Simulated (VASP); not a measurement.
Wanted: the native input for a VASP 6.6.1 run.

| Quantity | Value |
| --- | --- |
| Task | single point |
| Functional | PBEsol |
| Potentials or basis | VASP PAW PBE potentials, release 64 (I) |
| Cutoff | 520 eV |
| k mesh | 8 × 8 × 5 |
| Occupations | fermi-dirac, width 0.05 eV |
| Spin | no spin polarisation |
| Dipole correction | no |
| Further INCAR settings | ALGO = Normal; EDIFF = 1e-06; NBANDS = 14 |

The structure of I lies in POSCAR:

```
I
1.0
    3.1358673696      0.0000000000      0.0000000000
   -1.5679336848      2.7157408050      0.0000000000
    0.0000000000      0.0000000000      6.5289528827
I
2
Direct
    0.3333333333      0.6666666667      0.2500000000
    0.6666666667      0.3333333333      0.7500000000
```

These files were run (other wordings do the same):

INCAR

```
SYSTEM = I
ALGO     = Normal         ! electronic algorithm
EDIFF    = 1E-6           ! SCF threshold, eV
ENCUT    = 520            ! plane-wave cutoff, eV
GGA      = PS             ! functional
ISIF     = 2              ! what is computed and relaxed
ISMEAR   = -1             ! smearing method
LASPH    = .TRUE.         ! aspherical terms in the spheres
LCHARG   = .TRUE.         ! write CHGCAR
LELF     = .TRUE.         ! ELF
LREAL    = .FALSE.        ! projectors in reciprocal space
LVHAR    = .TRUE.       
LWAVE    = .FALSE.        ! write WAVECAR
NBANDS   = 14             ! bands
NELM     = 80             ! most SCF steps
PREC     = Accurate       ! precision mode
SIGMA    = 0.05           ! smearing width, eV
```

KPOINTS

```
k-points
0
G
  8 8 5
  0 0 0
```

Potentials or basis: VASP PAW PBE potentials, release 64 (I).

Run with:

```console
$ cat potpaw_PBE.64/I/POTCAR > POTCAR
$ mpirun -np 1 vasp_std > vasp.out
```

It gave:

```yaml
Pressure: 10.0 GPa
Band_gap_on_the_k_mesh: zero (bands 7 and 8 overlap by 3.99 eV)
```

Caveat: the cell stands under pressure; the PAW data sets were made with another functional, which shifts forces and pressure a little; spin-orbit coupling is left out, which moves the levels of the heavy elements; this functional lacks dispersion, which binds layers or chains, so the pressure and a relaxed spacing across them are unreliable.

Run time: 7 s on 1 thread of Intel(R) Xeon(R) 6975P-C (Granite Rapids), with other jobs on the host, peak memory 0.17 GiB.
